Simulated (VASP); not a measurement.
# PbO (Pbcm) in VASP: electric field gradients with r2SCAN

Aim: the electric field gradients of PbO with r2SCAN.

Program: VASP 6.6.1. These are calculated values, not measurements. Logs are shortened: lines on timing, memory, paths and dates and some standing lists are left out, and cuts for length are marked.

### 1 The cell of the first run

It takes space group Pbcm (No. 57, orthorhombic). The conventional cell has a = 5.893 Å, b = 5.490 Å, c = 4.753 Å, α = 90.00°, β = 90.00°, γ = 90.00°. Within 2.9 Å of Pb (site symmetry m) lie 4 O at 2.22 to 2.48 Å. O (site symmetry m) has 4 Pb at 2.22 to 2.48 Å and 6 O at 2.94 to 3.17 Å within 3.2 Å.

### 2 Electric field gradients, r2SCAN

The input, POSCAR:

```
PbO
1.0
    5.8931000000      0.0000000000      0.0000000000
    0.0000000000      5.4904000000      0.0000000000
    0.0000000000      0.0000000000      4.7528000000
Pb O
4 4
Direct
    0.2297000000      0.9884000000      0.2500000000
    0.7703000000      0.0116000000      0.7500000000
    0.2297000000      0.5116000000      0.7500000000
    0.7703000000      0.4884000000      0.2500000000
    0.8653000000      0.0917000000      0.2500000000
    0.1347000000      0.9083000000      0.7500000000
    0.8653000000      0.4083000000      0.7500000000
    0.1347000000      0.5917000000      0.2500000000
```

The input, INCAR.step1:

```
PREC = Accurate
ENCUT = 520
ISMEAR = -1
SIGMA = 0.01
LREAL = F
LASPH = T
NELM = 80
NBANDS = 50
GGA = PE
ALGO = Normal
EDIFF = 1E-4
LWAVE = T
LCHARG = F
```

The input, INCAR.step2:

```
PREC = Accurate
ENCUT = 520
EDIFF = 1E-8
ISMEAR = -1
SIGMA = 0.01
LREAL = F
LASPH = T
NELM = 80
ALGO = Normal
ISIF = 2
LWAVE = F
LCHARG = F
METAGGA = R2SCAN
LMIXTAU = T
LEFG = T
NBANDS = 50
ISTART = 1
```

The input, KPOINTS:

```
Automatic mesh
0
Gamma
  6 6 7
```

Potentials or basis: VASP PAW PBE potentials, release 64 (Pb_d, O).

The run is started by

```
$ cat potpaw_PBE.64/Pb_d/POTCAR potpaw_PBE.64/O/POTCAR > POTCAR
$ cp INCAR.step1 INCAR
$ mpirun -np 1 vasp_std > vasp.out
$ cp INCAR.step2 INCAR
$ mpirun -np 1 vasp_std > vasp.out
```

OUTCAR:

```text
PREC = Accurate
   ENCUT = 520
   EDIFF = 1E-8
   ISMEAR = -1
   LREAL = F
   LASPH = T
   NELM = 80
   ISIF = 2
   METAGGA = R2SCAN
   ISTART = 1

 ion  position               nearest neighbor table
   1  0.230  0.988  0.250-   5 2.22   8 2.25   6 2.48   6 2.48   3 3.54   3 3.54   2 3.60   2 3.60
                             3 3.73   3 3.73   4 3.86   4 3.86   2 3.98   2 3.98
   2  0.770  0.012  0.750-   6 2.22   7 2.25   5 2.48   5 2.48   4 3.54   4 3.54   1 3.60   1 3.60
                             4 3.73   4 3.73   3 3.86   3 3.86   1 3.98   1 3.98
   3  0.230  0.512  0.750-   7 2.22   6 2.25   8 2.48   8 2.48   1 3.54   1 3.54   4 3.60   4 3.60
                             1 3.73   1 3.73   2 3.86   2 3.86   4 3.98   4 3.98
   4  0.770  0.488  0.250-   8 2.22   5 2.25   7 2.48   7 2.48   2 3.54   2 3.54   3 3.60   3 3.60
                             2 3.73   2 3.73   1 3.86   1 3.86   3 3.98   3 3.98
   5  0.865  0.092  0.250-   1 2.22   4 2.25   2 2.48   2 2.48
   6  0.135  0.908  0.750-   2 2.22   3 2.25   1 2.48   1 2.48
   7  0.865  0.408  0.750-   3 2.22   2 2.25   4 2.48   4 2.48
   8  0.135  0.592  0.250-   4 2.22   1 2.25   3 2.48   3 2.48

  LATTYP: Found a simple orthorhombic cell.
 ALAT       =     4.7528000000
 B/A-ratio  =     1.1551927285
 C/A-ratio  =     1.2399217303

  Lattice vectors:

 A1 = (   0.0000000000,   0.0000000000,  -4.7528000000)
 A2 = (   0.0000000000,   5.4904000000,   0.0000000000)
 A3 = (   5.8931000000,   0.0000000000,   0.0000000000)

Analysis of symmetry for initial positions (statically):
=====================================================================
 Subroutine PRICEL returns:
 Original cell was already a primitive cell.

 Routine SETGRP: Setting up the symmetry group for a
 simple orthorhombic supercell.

 Subroutine GETGRP returns: Found  8 space group operations
 (whereof  2 operations were pure point group operations)
 out of a pool of  8 trial point group operations.

The static configuration has the point symmetry S_2 .
 The point group associated with its full space group is D_2h.

Analysis of symmetry for dynamics (positions and initial velocities):
=====================================================================
 Subroutine PRICEL returns:
 Original cell was already a primitive cell.

 Routine SETGRP: Setting up the symmetry group for a
 simple orthorhombic supercell.

 Subroutine GETGRP returns: Found  8 space group operations
 (whereof  2 operations were pure point group operations)
 out of a pool of  8 trial point group operations.

The dynamic configuration has the point symmetry S_2 .
 The point group associated with its full space group is D_2h.

 Subroutine INISYM returns: Found  8 space group operations
 (whereof  2 operations are pure point group operations),
 and found     1 'primitive' translations

----------------------------------------------------------------------------------------

                                     Primitive cell

  volume of cell :     153.7791

  direct lattice vectors                    reciprocal lattice vectors
     5.893100000  0.000000000  0.000000000     0.169689976  0.000000000  0.000000000
     0.000000000  5.490400000  0.000000000     0.000000000  0.182136092  0.000000000
     0.000000000  0.000000000  4.752800000     0.000000000  0.000000000  0.210402289

  length of vectors
     5.893100000  5.490400000  4.752800000     0.169689976  0.182136092  0.210402289

  position of ions in fractional coordinates (direct lattice)
     0.229700000  0.988400000  0.250000000
     0.770300000  0.011600000  0.750000000
     0.229700000  0.511600000  0.750000000
     0.770300000  0.488400000  0.250000000
     0.865300000  0.091700000  0.250000000
     0.134700000  0.908300000  0.750000000
     0.865300000  0.408300000  0.750000000
     0.134700000  0.591700000  0.250000000

  ion indices of the primitive-cell ions
   primitive index   ion index
                 1           1
                 2           2
                 3           3
                 4           4
                 5           5
                 6           6
                 7           7
                 8           8

----------------------------------------------------------------------------------------

 KPOINTS: Automatic mesh

Automatic generation of k-mesh.
 Grid dimensions read from file:
 generate k-points for:    6    6    7

 Generating k-lattice:

  Cartesian coordinates                     Fractional coordinates (reciprocal lattice)
     0.028281663  0.000000000  0.000000000     0.166666667  0.000000000  0.000000000
     0.000000000  0.030356015  0.000000000     0.000000000  0.166666667  0.000000000
     0.000000000  0.000000000  0.030057470     0.000000000  0.000000000  0.142857143

  Length of vectors
     0.028281663  0.030356015  0.030057470

  Shift w.r.t. Gamma in fractional coordinates (k-lattice)
     0.000000000  0.000000000  0.000000000

 Subroutine IBZKPT returns following result:
 ===========================================

 Found     64 irreducible k-points:

 Following reciprocal coordinates:
            Coordinates               Weight
  0.000000  0.000000  0.000000      1.000000
  0.166667  0.000000  0.000000      2.000000
  0.333333  0.000000  0.000000      2.000000
  0.500000  0.000000  0.000000      1.000000
  0.000000  0.166667  0.000000      2.000000
  0.166667  0.166667  0.000000      4.000000
[... 16 lines left out ...]
  0.333333  0.166667  0.142857      8.000000
  0.500000  0.166667  0.142857      4.000000
 [... further k-points ...]
   k-points           NKPTS =     64   k-points in BZ     NKDIM =     64   number of bands    NBANDS=     50
   number of dos      NEDOS =    301   number of ions     NIONS =      8
   total plane-waves  NPLWV =  72576
   dimension x,y,z NGX =    48 NGY =   42 NGZ =   36
   dimension x,y,z NGXF=    96 NGYF=   84 NGZF=   72
   ions per type =               4   4
   NGX,Y,Z   is equivalent  to a cutoff of  13.54, 12.72, 12.59 a.u.
   NGXF,Y,Z  is equivalent  to a cutoff of  27.08, 25.43, 25.18 a.u.
 SYSTEM =  unknown system
   PREC   = accura    normal or accurate (medium, high low for compatibility)
   ISTART =      1    job   : 0-new  1-cont  2-samecut
   ICHARG =      0    charge: 1-file 2-atom 10-const
   ISPIN  =      1    spin polarized calculation?
   LNONCOLLINEAR =      F non collinear calculations
   LSORBIT =      F    spin-orbit coupling
   LASPH  =      T    aspherical Exc in radial PAW
   ENCUT  =  520.0 eV  38.22 Ry    6.18 a.u.  10.96 10.21  8.84*2*pi/ulx,y,z
   NELM   =     80;   NELMIN=  2; NELMDL=  0     # of ELM steps
   EDIFF  = 0.1E-07   stopping-criterion for ELM
   LREAL  =      F    real-space projection
   EDIFFG = 0.1E-06   stopping-criterion for IOM
   NSW    =      0    number of steps for IOM
   IBRION =     -1    ionic relax: 0-MD 1-quasi-New 2-CG
   NFREE  =      0    steps in history (QN), initial steepest desc. (CG)
   ISIF   =      2    stress and relaxation
   ISYM   =      2    0-nonsym 1-usesym 2-fastsym
   POTIM  = 0.5000    time-step for ionic-motion
   TEBEG  =    0.0;   TEEND  =   0.0 temperature during run
   PSTRESS=    0.0 pullay stress
   NELECT =      80.0000    total number of electrons
   NUPDOWN=      -1.0000    fix difference up-down
   EMIN   =  10.00;   EMAX   =-10.00  energy-range for DOS
   EFERMI =   0.00;   METHOD = LEGACY
   ISMEAR =    -1;   SIGMA  =   0.01  broadening in eV -4-tet -1-fermi 0-gaus
   EFERMI_NEDOS =   21; number of points for ismear=-14 and -15
   IALGO  =     38    algorithm
   IMIX   =      4    mixing-type and parameters
     AMIX     =   0.40;   BMIX     =  1.00
     AMIX_MAG =   1.60;   BMIX_MAG =  1.00
  volume/ion in A,a.u.               =      19.22       129.72
  Fermi-wavevector in a.u.,A,eV,Ry     =   1.316656  2.488119 23.586835  1.733583
  Thomas-Fermi vector in A             =   2.446753
   LORBIT       =      0    0 simple, 1 ext, 2 COOP (PROOUT), +10 PAW based schemes
   METAGGA = R2SCAN    functional components
   LHFCALC =     F    Hartree Fock is set to
   AEXX    =    0.0000 exact exchange contribution
   IVDW    =     0    specifies the selected vdW correction
   LEPSILON=     F    determine dielectric tensor
   LRPA    =     F    only Hartree local field effects (RPA)
 non-spin polarized calculation
  energy-cutoff  :      520.00
  volume of cell :      153.78
 maximum number of plane-waves:      4176
 NGX is ok and might be reduce to    48
   NGX = 21   NGY = 21   NGZ = 17

 number of electron      79.9999966 magnetization

 Free energy of the ion-electron system (eV)
  ---------------------------------------------------
  ext. energy  EPLUGINS =         0.00000000
  ---------------------------------------------------
  free energy    TOTEN  =      -258.92742224 eV

  energy without entropy =     -258.92742224  energy(sigma->0) =     -258.92742224

 E-fermi :   4.7536     XC(G=0): -10.6675

 val. band max:        4.5124827766   @ k =   0.0000   0.0000   0.0000
 cond. band min:       7.1262428985   @ k =   0.5000   0.5000   0.4286
 fundamental gap:      2.6137601219
 Fermi energy:         4.7536211121

 k-point     1 :       0.0000    0.0000    0.0000
  band No.  band energies     occupation
      1     -14.1704      2.00000
      2     -13.9935      2.00000
      3     -13.8884      2.00000
      4     -13.7842      2.00000
      5     -11.4697      2.00000
      6     -11.4087      2.00000
[... 42 lines left out ...]
     49      12.9580      0.00000
     50      13.2201      0.00000
[... 1217 lines left out ...]
     49      12.1570      0.00000
     50      12.8754      0.00000

 [... further k-points ...]
[... 5 lines left out ...]
  --------------------------------------------------------------------------------------
  -------------------------------------------------------------------------------------
  Total        2.0956381      1.9279958      0.9016290      0.0000000      0.0000000      0.0000000
  in kB       21.8338103     20.0871964      9.3937960      0.0000000      0.0000000      0.0000000
  external PRESSURE =      17.1049342 kB  Pullay stress =       0.0000000 kB

 VOLUME and BASIS-vectors are now :
 -----------------------------------------------------------------------------
  energy-cutoff  :      520.00
  volume of cell :      153.78
      direct lattice vectors                 reciprocal lattice vectors
     5.893100000  0.000000000  0.000000000     0.169689976  0.000000000  0.000000000
     0.000000000  5.490400000  0.000000000     0.000000000  0.182136092  0.000000000
     0.000000000  0.000000000  4.752800000     0.000000000  0.000000000  0.210402289

 POSITION                                       TOTAL-FORCE (eV/Angst)
 -----------------------------------------------------------------------------------
      1.35365      5.42671      1.18820         0.149524      0.070878     -0.000000
      4.53945      0.06369      3.56460        -0.149524     -0.070878     -0.000000
      1.35365      2.80889      3.56460         0.149524     -0.070878      0.000000
      4.53945      2.68151      1.18820        -0.149524      0.070878     -0.000000
      5.09930      0.50347      1.18820        -0.040452     -0.050910     -0.000000
      0.79380      4.98693      3.56460         0.040452      0.050910      0.000000
      5.09930      2.24173      3.56460        -0.040452      0.050910      0.000000
      0.79380      3.24867      1.18820         0.040452     -0.050910      0.000000
 -----------------------------------------------------------------------------------
    total drift:                                0.000000      0.000000      0.000000

  FREE ENERGIE OF THE ION-ELECTRON SYSTEM (eV)
  ---------------------------------------------------
  free  energy   TOTEN  =      -258.9274222358 eV

  energy  without entropy=     -258.9274222358  energy(sigma->0) =     -258.92742224

 Electric field gradients (V/A^2)
---------------------------------------------------------------------
 ion       V_xx      V_yy      V_zz      V_xy      V_xz      V_yz
---------------------------------------------------------------------
   1    -319.462    23.895   295.567  -196.173     0.000     0.000
   2    -319.462    23.895   295.567  -196.173    -0.000    -0.000
   3    -319.462    23.895   295.567   196.173     0.000    -0.000
   4    -319.462    23.895   295.567   196.173    -0.000    -0.000
   5      11.589     3.070   -14.660   -28.764    -0.000    -0.000
   6      11.589     3.070   -14.660   -28.764    -0.000     0.000
   7      11.589     3.070   -14.660    28.764    -0.000     0.000
   8      11.589     3.070   -14.660    28.764    -0.000     0.000
---------------------------------------------------------------------

 Electric field gradients after diagonalization (V/A^2)
 (convention: |V_zz| > |V_xx| > |V_yy|)
----------------------------------------------------------------------
 ion       V_xx      V_yy      V_zz     asymmetry (V_yy - V_xx)/ V_zz
----------------------------------------------------------------------
   1     295.567   112.903  -408.470       0.447
   2     295.567   112.903  -408.470       0.447
   3     295.567   112.903  -408.470       0.447
   4     295.567   112.903  -408.470       0.447
   5     -21.748   -14.660    36.408       0.195
   6     -21.748   -14.660    36.408       0.195
   7     -21.748   -14.660    36.408       0.195
   8     -21.748   -14.660    36.408       0.195
----------------------------------------------------------------------

           NMR quadrupolar parameters

 Cq : quadrupolar parameter    Cq=e*Q*V_zz/h
 eta: asymmetry parameters     (V_yy - V_xx)/ V_zz
 Q  : nuclear electric quadrupole moment in mb (millibarn)
----------------------------------------------------------------------
 ion       Cq(MHz)       eta       Q (mb)
----------------------------------------------------------------------
   1      -0.988       0.447       1.000
   2      -0.988       0.447       1.000
   3      -0.988       0.447       1.000
   4      -0.988       0.447       1.000
   5       0.088       0.195       1.000
   6       0.088       0.195       1.000
   7       0.088       0.195       1.000
   8       0.088       0.195       1.000
----------------------------------------------------------------------
```

Run time: 59 min. Hardware: 1 thread of Oxide Virtual Turin-like, shared host; peak memory 0.49 GiB.

What came out:

```
Free energy                             : -258.9274 eV
Pressure                                : 1.7 GPa
Largest force                           : 0.165 eV/Å
Band gap on the k mesh                  : 2.61 eV (least direct gap 2.99 eV)
Largest electric field gradient by atom : Pb -408.5; O +36.4 V/Å²
```

Forces in eV/Å, atoms in the order of the input:
```
Pb   0.150  0.071  0.000
Pb  -0.150 -0.071  0.000
Pb   0.150 -0.071  0.000
Pb  -0.150  0.071  0.000
O   -0.040 -0.051  0.000
O    0.040  0.051  0.000
O   -0.040  0.051  0.000
O    0.040 -0.051  0.000
```

Levels at points of the mesh, in eV from the valence-band top:
```
           k point  band 37  band 38  band 39  band 40  band 41  band 42  band 43  band 44
(0.00, 0.00, 0.00)    -1.32    -1.28    -0.38     0.00     3.78     4.36     5.01     5.83
(0.50, 0.00, 0.00)    -1.36    -0.62    -0.49    -0.03     3.26     3.59     4.12     5.46
(0.00, 0.50, 0.00)    -1.00    -1.00    -0.21    -0.21     4.61     4.61     5.44     5.44
(0.50, 0.50, 0.00)    -0.63    -0.63    -0.51    -0.51     3.62     3.62     4.57     4.57
```

Electric field gradients, principal values (V/Å²):
```
atom    least   middle  greatest (by size)
1 Pb  112.903  295.567            -408.470
2 Pb  112.903  295.567            -408.470
3 Pb  112.903  295.567            -408.470
4 Pb  112.903  295.567            -408.470
 5 O  -14.660  -21.748              36.408
 6 O  -14.660  -21.748              36.408
 7 O  -14.660  -21.748              36.408
 8 O  -14.660  -21.748              36.408
```

Caveat: without QUAD_EFG the Cq values of the log hold for a quadrupole moment of 1 mb, not for the nuclei; the PAW data sets were made with another functional, which shifts forces and pressure a little; spin-orbit coupling is left out, which moves the levels of the heavy elements.
